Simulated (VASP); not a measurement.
Ni: single point with r2SCAN

The system is Ni.

```
CELL_PARAMETERS angstrom
0.00000 1.73306 1.73306
1.73306 0.00000 1.73306
1.73306 1.73306 0.00000
ATOMIC_POSITIONS crystal
Ni 0.00000 0.00000 0.00000
```

* Program: VASP 6.6.1
* Task: single point
* Functional: r2SCAN
* Potentials or basis: VASP PAW PBE potentials, release 64 (Ni)
* Cutoff: 520 eV
* k mesh: 7 × 7 × 7
* Occupations: fermi-dirac, width 0.1 eV
* Spin: no spin polarisation
* Dipole correction: no
* Further INCAR settings: ALGO = Normal; EDIFF = 1e-07; NBANDS = 11

```json
{
 "Pressure": "0.4 GPa",
 "Band gap on the k mesh": "zero (band 5 reaches 9.73 eV, above the bottom of band 6 at 8.70 eV)"
}
```

Levels at points of the mesh, in eV from the Fermi level:
```tsv
k point	band 2	band 3	band 4	band 5	band 6	band 7	band 8	band 9
(0.00, 0.00, 0.00)	-2.04	-2.04	-2.04	-0.92	-0.92	25.09	29.77	29.77
```

It took 7.9 s on 1 thread of Intel(R) Xeon(R) 6975P-C (Granite Rapids), with other jobs on the host, peak memory 0.11 GiB.

Caveat: the k points lie up to 0.45 Å⁻¹ apart; the PAW data sets were made with another functional, which shifts forces and pressure a little; the run has no spin polarisation, though such a crystal can be magnetic. Spin polarisation is off, so any magnetic state and its effect on volume and gap are missing.
